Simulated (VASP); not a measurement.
# Ga4AsP3 in VASP: notebook

Ga4AsP3 is run at these levels: PBE; tasks: single point, relaxation of cell and atoms.

All numbers are computed with VASP 6.6.1; they aren't measurements. Logs are shortened: lines on timing, memory, paths and dates and some standing lists are left out, and cuts for length are marked.

**1. The cell of the first run**

Symmetry: P-4m2, No. 115, tetragonal system. Conventional cell: a = 3.935 Å, b = 3.935 Å, c = 11.130 Å, α = 90.00°, β = 90.00°, γ = 90.00°. Ga (site symmetry 2mm) has 2 P at 2.39 Å and 2 As at 2.46 Å within 3.2 Å. Within 3.2 Å of Ga (site symmetry 2mm) lie 4 P at 2.39 to 2.40 Å. Within 3.2 Å of P (site symmetry -4m2) lie 4 Ga at 2.39 Å. P (site symmetry 2mm) has 4 Ga at 2.39 to 2.40 Å within 3.2 Å. Within 3.2 Å of As (site symmetry -4m2) lie 4 Ga at 2.46 Å.

**2. Single point, PBE**

Contents of INCAR:

```
PREC = Accurate ; ENCUT = 520
EDIFF = 1E-7 ; ISMEAR = 0
SIGMA = 0.1 ; LREAL = False
LASPH = True ; NELM = 80
ALGO = Normal ; ISIF = 2
LWAVE = False ; LCHARG = False
GGA = PE ; NBANDS = 46
```

Contents of KPOINTS:

```
Automatic mesh
0
Gamma
  4 4 2
```

Contents of POSCAR:

```
Ga4AsP3
1.0
    3.9346743264      0.0000000000      0.0000000000
    0.0000000000      3.9346743264      0.0000000000
    0.0000000000      0.0000000000     11.1296016310
Ga P As
4 3 1
Direct
    0.5000000000      0.0000000000      0.8679635847
    1.0000000000      0.5000000000      0.6225674064
    0.5000000000      0.0000000000      0.3774325936
    0.0000000000      0.5000000000      0.1320364153
    0.0000000000      0.0000000000      0.5000000000
    0.5000000000      0.5000000000      0.2546579890
    0.5000000000      0.5000000000      0.7453420110
    0.0000000000      0.0000000000      1.0000000000
```

Potentials or basis: VASP PAW PBE potentials, release 64 (Ga_d, P, As).

The run is started by

```console
$ cat potpaw_PBE.64/Ga_d/POTCAR potpaw_PBE.64/P/POTCAR potpaw_PBE.64/As/POTCAR > POTCAR
$ mpirun -np 1 vasp_std > vasp.out
```

OUTCAR:

```text
PREC = Accurate
   ENCUT = 520
   EDIFF = 1E-7
   ISMEAR = 0
   LREAL = False
   LASPH = True
   NELM = 80
   ISIF = 2
   GGA = PE

 ion  position               nearest neighbor table
   1  0.500  0.000  0.868-   7 2.39   7 2.39   8 2.46   8 2.46
   2  0.000  0.500  0.623-   5 2.39   5 2.39   7 2.40   7 2.40
   3  0.500  0.000  0.377-   5 2.39   5 2.39   6 2.40   6 2.40
   4  0.000  0.500  0.132-   6 2.39   6 2.39   8 2.46   8 2.46
   5  0.000  0.000  0.500-   2 2.39   3 2.39   2 2.39   3 2.39
   6  0.500  0.500  0.255-   4 2.39   4 2.39   3 2.40   3 2.40
   7  0.500  0.500  0.745-   1 2.39   1 2.39   2 2.40   2 2.40
   8  0.000  0.000  0.000-   1 2.46   4 2.46   4 2.46   1 2.46

  LATTYP: Found a simple tetragonal cell.
 ALAT       =     3.9346743264
 C/A-ratio  =     2.8285953824

  Lattice vectors:

 A1 = (   3.9346743264,   0.0000000000,   0.0000000000)
 A2 = (   0.0000000000,   3.9346743264,   0.0000000000)
 A3 = (   0.0000000000,   0.0000000000,  11.1296016310)

Analysis of symmetry for initial positions (statically):
=====================================================================
 Subroutine PRICEL returns:
 Original cell was already a primitive cell.

 Routine SETGRP: Setting up the symmetry group for a
 simple tetragonal supercell.

 Subroutine GETGRP returns: Found  8 space group operations
 (whereof  8 operations were pure point group operations)
 out of a pool of 16 trial point group operations.

The static configuration has the point symmetry D_2d.

Analysis of symmetry for dynamics (positions and initial velocities):
=====================================================================
 Subroutine PRICEL returns:
 Original cell was already a primitive cell.

 Routine SETGRP: Setting up the symmetry group for a
 simple tetragonal supercell.

 Subroutine GETGRP returns: Found  8 space group operations
 (whereof  8 operations were pure point group operations)
 out of a pool of 16 trial point group operations.

The dynamic configuration has the point symmetry D_2d.

 Subroutine INISYM returns: Found  8 space group operations
 (whereof  8 operations are pure point group operations),
 and found     1 'primitive' translations

----------------------------------------------------------------------------------------

                                     Primitive cell

  volume of cell :     172.3047

  direct lattice vectors                    reciprocal lattice vectors
     3.934674326  0.000000000  0.000000000     0.254150640  0.000000000  0.000000000
     0.000000000  3.934674326  0.000000000     0.000000000  0.254150640  0.000000000
     0.000000000  0.000000000 11.129601631     0.000000000  0.000000000  0.089850476

  length of vectors
     3.934674326  3.934674326 11.129601631     0.254150640  0.254150640  0.089850476

  position of ions in fractional coordinates (direct lattice)
     0.500000000  0.000000000  0.867963585
     0.000000000  0.500000000  0.622567406
     0.500000000  0.000000000  0.377432594
     0.000000000  0.500000000  0.132036415
     0.000000000  0.000000000  0.500000000
     0.500000000  0.500000000  0.254657989
     0.500000000  0.500000000  0.745342011
     0.000000000  0.000000000  0.000000000

  ion indices of the primitive-cell ions
   primitive index   ion index
                 1           1
                 2           2
                 3           3
                 4           4
                 5           5
                 6           6
                 7           7
                 8           8

----------------------------------------------------------------------------------------

 KPOINTS: Automatic mesh

Automatic generation of k-mesh.
 Grid dimensions read from file:
 generate k-points for:    4    4    2

 Generating k-lattice:

  Cartesian coordinates                     Fractional coordinates (reciprocal lattice)
     0.063537660  0.000000000  0.000000000     0.250000000  0.000000000  0.000000000
     0.000000000  0.063537660  0.000000000     0.000000000  0.250000000  0.000000000
     0.000000000  0.000000000  0.044925238     0.000000000  0.000000000  0.500000000

  Length of vectors
     0.063537660  0.063537660  0.044925238

  Shift w.r.t. Gamma in fractional coordinates (k-lattice)
     0.000000000  0.000000000  0.000000000

 Subroutine IBZKPT returns following result:
 ===========================================

 Found     12 irreducible k-points:

 Following reciprocal coordinates:
            Coordinates               Weight
  0.000000  0.000000  0.000000      1.000000
  0.250000  0.000000  0.000000      4.000000
  0.500000  0.000000  0.000000      2.000000
  0.250000  0.250000  0.000000      4.000000
  0.500000  0.250000  0.000000      4.000000
  0.500000  0.500000  0.000000      1.000000
  0.000000  0.000000  0.500000      1.000000
  0.250000  0.000000  0.500000      4.000000
  0.500000  0.000000  0.500000      2.000000
  0.250000  0.250000  0.500000      4.000000
  0.500000  0.250000  0.500000      4.000000
  0.500000  0.500000  0.500000      1.000000
   k-points           NKPTS =     12   k-points in BZ     NKDIM =     12   number of bands    NBANDS=     46
   number of dos      NEDOS =    301   number of ions     NIONS =      8
   total plane-waves  NPLWV =  75600
   dimension x,y,z NGX =    30 NGY =   30 NGZ =   84
   dimension x,y,z NGXF=    60 NGYF=   60 NGZF=  168
   ions per type =               4   3   1
   NGX,Y,Z   is equivalent  to a cutoff of  12.68, 12.68, 12.55 a.u.
   NGXF,Y,Z  is equivalent  to a cutoff of  25.35, 25.35, 25.09 a.u.
 SYSTEM =  unknown system
   PREC   = accura    normal or accurate (medium, high low for compatibility)
   ISTART =      0    job   : 0-new  1-cont  2-samecut
   ICHARG =      2    charge: 1-file 2-atom 10-const
   ISPIN  =      1    spin polarized calculation?
   LNONCOLLINEAR =      F non collinear calculations
   LSORBIT =      F    spin-orbit coupling
   LASPH  =      T    aspherical Exc in radial PAW
   ENCUT  =  520.0 eV  38.22 Ry    6.18 a.u.   7.32  7.32 20.69*2*pi/ulx,y,z
   NELM   =     80;   NELMIN=  2; NELMDL= -5     # of ELM steps
   EDIFF  = 0.1E-06   stopping-criterion for ELM
   LREAL  =      F    real-space projection
   EDIFFG = 0.1E-05   stopping-criterion for IOM
   NSW    =      0    number of steps for IOM
   IBRION =     -1    ionic relax: 0-MD 1-quasi-New 2-CG
   NFREE  =      0    steps in history (QN), initial steepest desc. (CG)
   ISIF   =      2    stress and relaxation
   ISYM   =      2    0-nonsym 1-usesym 2-fastsym
   POTIM  = 0.5000    time-step for ionic-motion
   TEBEG  =    0.0;   TEEND  =   0.0 temperature during run
   PSTRESS=    0.0 pullay stress
   NELECT =      72.0000    total number of electrons
   NUPDOWN=      -1.0000    fix difference up-down
   EMIN   =  10.00;   EMAX   =-10.00  energy-range for DOS
   EFERMI =   0.00;   METHOD = LEGACY
   ISMEAR =     0;   SIGMA  =   0.10  broadening in eV -4-tet -1-fermi 0-gaus
   EFERMI_NEDOS =   21; number of points for ismear=-14 and -15
   IALGO  =     38    algorithm
   IMIX   =      4    mixing-type and parameters
     AMIX     =   0.40;   BMIX     =  1.00
     AMIX_MAG =   1.60;   BMIX_MAG =  1.00
  volume/ion in A,a.u.               =      21.54       145.35
  Fermi-wavevector in a.u.,A,eV,Ry     =   1.223921  2.312875 20.381279  1.497982
  Thomas-Fermi vector in A             =   2.359014
   LORBIT       =      0    0 simple, 1 ext, 2 COOP (PROOUT), +10 PAW based schemes
   GGA     = PE    functional components
   LHFCALC =     F    Hartree Fock is set to
   AEXX    =    0.0000 exact exchange contribution
   IVDW    =     0    specifies the selected vdW correction
   LEPSILON=     F    determine dielectric tensor
   LRPA    =     F    only Hartree local field effects (RPA)
 non-spin polarized calculation
 Gauss-broadening in eV      SIGMA  =   0.10
  energy-cutoff  :      520.00
  volume of cell :      172.30
 maximum number of plane-waves:      4721
 NGX is ok and might be reduce to    30
   NGX = 15   NGY = 15   NGZ = 41

 number of electron      71.9999958 magnetization

 Free energy of the ion-electron system (eV)
  ---------------------------------------------------
  ext. energy  EPLUGINS =         0.00000000
  ---------------------------------------------------
  free energy    TOTEN  =       -35.39869670 eV

  energy without entropy =      -35.39869670  energy(sigma->0) =      -35.39869670

 E-fermi :   4.6185     XC(G=0):  -9.6088

 val. band max:        4.1804277806   @ k =   0.0000   0.0000   0.0000
 cond. band min:       5.3368785356   @ k =   0.0000   0.0000   0.0000
 fundamental gap:      1.1564507550
 Fermi energy:         4.6185366267

 k-point     1 :       0.0000    0.0000    0.0000
  band No.  band energies     occupation
      1     -10.5493      2.00000
      2     -10.5035      2.00000
      3     -10.4901      2.00000
      4     -10.4570      2.00000
      5     -10.4570      2.00000
      6     -10.4367      2.00000
[... 38 lines left out ...]
     45       7.9815      0.00000
     46       8.0727      0.00000

 k-point     2 :       0.2500    0.0000    0.0000
  band No.  band energies     occupation
      1     -10.5377      2.00000
      2     -10.5064      2.00000
      3     -10.4980      2.00000
      4     -10.4742      2.00000
      5     -10.4511      2.00000
      6     -10.4379      2.00000
[... 38 lines left out ...]
     45       8.8087      0.00000
     46       9.5829      0.00000

 k-point     3 :       0.5000    0.0000    0.0000
  band No.  band energies     occupation
      1     -10.5295      2.00000
      2     -10.5205      2.00000
      3     -10.5054      2.00000
      4     -10.4959      2.00000
      5     -10.4413      2.00000
      6     -10.4401      2.00000
[... 430 lines left out ...]
     45      10.4243      0.00000
     46      10.4436      0.00000

 k-point    12 :       0.5000    0.5000    0.5000
  band No.  band energies     occupation
      1     -10.5582      2.00000
      2     -10.5437      2.00000
      3     -10.5361      2.00000
      4     -10.5262      2.00000
      5     -10.4192      2.00000
      6     -10.4062      2.00000
[... 38 lines left out ...]
     45      12.2688      0.00000
     46      12.3874      0.00000

------------------------ aborting loop because EDIFF is reached ----------------------------------------

  FORCE on cell =-STRESS in cart. coord.  units (eV):
  Direction    XX          YY          ZZ          XY          YZ          ZX
  --------------------------------------------------------------------------------------
  -------------------------------------------------------------------------------------
  Total        0.4739388      0.4739388     -0.4949940      0.0000000      0.0000000      0.0000000
  in kB        4.4069245      4.4069245     -4.6027064      0.0000000      0.0000000      0.0000000
  external PRESSURE =       1.4037142 kB  Pullay stress =       0.0000000 kB

 VOLUME and BASIS-vectors are now :
 -----------------------------------------------------------------------------
  energy-cutoff  :      520.00
  volume of cell :      172.30
      direct lattice vectors                 reciprocal lattice vectors
     3.934674326  0.000000000  0.000000000     0.254150640  0.000000000  0.000000000
     0.000000000  3.934674326  0.000000000     0.000000000  0.254150640  0.000000000
     0.000000000  0.000000000 11.129601631     0.000000000  0.000000000  0.089850476

 POSITION                                       TOTAL-FORCE (eV/Angst)
 -----------------------------------------------------------------------------------
      1.96734      0.00000      9.66009         0.000000     -0.000000     -0.008229
      0.00000      1.96734      6.92893        -0.000000     -0.000000      0.002264
      1.96734      0.00000      4.20067         0.000000     -0.000000     -0.002264
      0.00000      1.96734      1.46951         0.000000     -0.000000      0.008229
      0.00000      0.00000      5.56480         0.000000     -0.000000      0.000000
      1.96734      1.96734      2.83424         0.000000      0.000000      0.004330
      1.96734      1.96734      8.29536         0.000000      0.000000     -0.004330
      0.00000      0.00000      0.00000         0.000000     -0.000000      0.000000
 -----------------------------------------------------------------------------------
    total drift:                                0.000000     -0.000000     -0.000000

  FREE ENERGIE OF THE ION-ELECTRON SYSTEM (eV)
  ---------------------------------------------------
  free  energy   TOTEN  =       -35.3986967001 eV

  energy  without entropy=      -35.3986967001  energy(sigma->0) =      -35.39869670
```

Wall time 3.5 min (1 thread of Intel Xeon 8259CL, shared host); peak memory 0.3 GiB.

Results:

| Quantity | Value |
| --- | --- |
| Free energy | -35.3987 eV |
| Pressure | 0.1 GPa |
| Largest force | 0.008 eV/Å |
| Band gap on the k mesh | 1.16 eV |

Forces in eV/Å, atoms in the order of the input:
```
Ga   0.000  0.000 -0.008
Ga   0.000  0.000  0.002
Ga   0.000  0.000 -0.002
Ga   0.000  0.000  0.008
P    0.000  0.000  0.000
P    0.000  0.000  0.004
P    0.000  0.000 -0.004
As   0.000  0.000  0.000
```

Levels at points of the mesh, in eV from the valence-band top:
```csv
k point,band 32,band 33,band 34,band 35,band 36,band 37,band 38,band 39,band 40,band 41
"(0.00, 0.00, 0.00)",-1.50,-1.50,-0.05,0.00,0.00,1.16,1.61,1.66,2.01,2.27
"(0.50, 0.00, 0.00)",-1.32,-1.27,-1.13,-1.11,-0.68,1.33,1.36,2.81,3.04,4.54
"(0.50, 0.50, 0.00)",-3.29,-2.67,-2.60,-2.60,-2.53,1.49,1.76,1.76,1.76,4.60
"(0.00, 0.00, 0.50)",-1.67,-0.79,-0.79,-0.47,-0.47,1.52,1.60,2.37,2.45,2.48
"(0.50, 0.00, 0.50)",-2.21,-1.32,-1.32,-1.30,-0.68,2.27,2.30,2.32,2.48,4.42
"(0.50, 0.50, 0.50)",-3.05,-3.00,-3.00,-2.97,-2.85,2.50,2.68,2.73,2.82,2.82
```

**3. Single point, PBE**

Contents of INCAR:

```
PREC = Accurate
ENCUT = 520
EDIFF = 1E-6
ISMEAR = 0
SIGMA = 0.1
LREAL = F
LASPH = T
NELM = 80
ALGO = Normal
ISIF = 2
LWAVE = F
LCHARG = F
GGA = PE
NBANDS = 46
```

Contents of KPOINTS:

```
regular mesh
0
Gamma
  4 4 2
```

Contents of POSCAR:

```
Ga4AsP3
1.0
    3.9530354416      0.0002202856     -0.0005274607
    0.0002175204      3.9530014149      0.0008490282
    0.0001673189      0.0013204935     11.0386691576
Ga P As
4 3 1
Direct
    0.4999683908      0.0000976982      0.8679430369
    0.9999426852      0.4998301373      0.6225562945
    0.5001390068     -0.0001705067      0.3774594993
   -0.0001177732      0.5001024013      0.1320461247
    0.0001496041     -0.0000511828      0.4999975637
    0.4999510348      0.4999181836      0.2547210164
    0.4999730096      0.5001094988      0.7452837686
   -0.0000059580      0.0001637703      0.9999926960
```

Potentials or basis: VASP PAW PBE potentials, release 64 (Ga_d, P, As).

The run is started by

```console
$ cat potpaw_PBE.64/Ga_d/POTCAR potpaw_PBE.64/P/POTCAR potpaw_PBE.64/As/POTCAR > POTCAR
$ mpirun -np 1 vasp_std > vasp.out
```

Wall time 4.5 min (1 thread of Intel Xeon 8259CL, shared host); peak memory 0.33 GiB.

It converged, with:

```yaml
Free_energy: -35.4030 eV
Pressure: 0.1 GPa
Largest_force: 0.014 eV/Å
Band_gap_on_the_k_mesh: 1.15 eV
```

Forces on the atoms (eV/Å):
```
Ga   0.000 -0.001 -0.013
Ga   0.001  0.003 -0.001
Ga  -0.001  0.001 -0.001
Ga   0.001 -0.001  0.014
P   -0.001 -0.002  0.001
P    0.000  0.001  0.000
P    0.000  0.000 -0.001
As   0.000  0.000  0.000
```

Levels at points of the mesh, in eV from the valence-band top:
```tsv
k point	band 34	band 35	band 36	band 37	band 38	band 39
(0.00, 0.00, 0.00)	-0.02	-0.02	0.00	1.15	1.57	1.59
(0.50, 0.00, 0.00)	-1.08	-1.05	-0.74	1.33	1.35	2.75
(0.00, 0.50, 0.00)	-1.08	-1.05	-0.74	1.33	1.35	2.75
(0.50, 0.50, 0.00)	-2.56	-2.56	-2.50	1.53	1.79	1.81
(0.00, 0.00, 0.50)	-0.81	-0.50	-0.50	1.45	1.53	2.34
(0.50, 0.00, 0.50)	-1.36	-1.34	-0.74	2.24	2.27	2.29
(0.00, 0.50, 0.50)	-1.36	-1.34	-0.74	2.24	2.27	2.29
(0.50, 0.50, 0.50)	-2.98	-2.95	-2.84	2.56	2.74	2.79
```

(Part 1 of 2 ends here.)
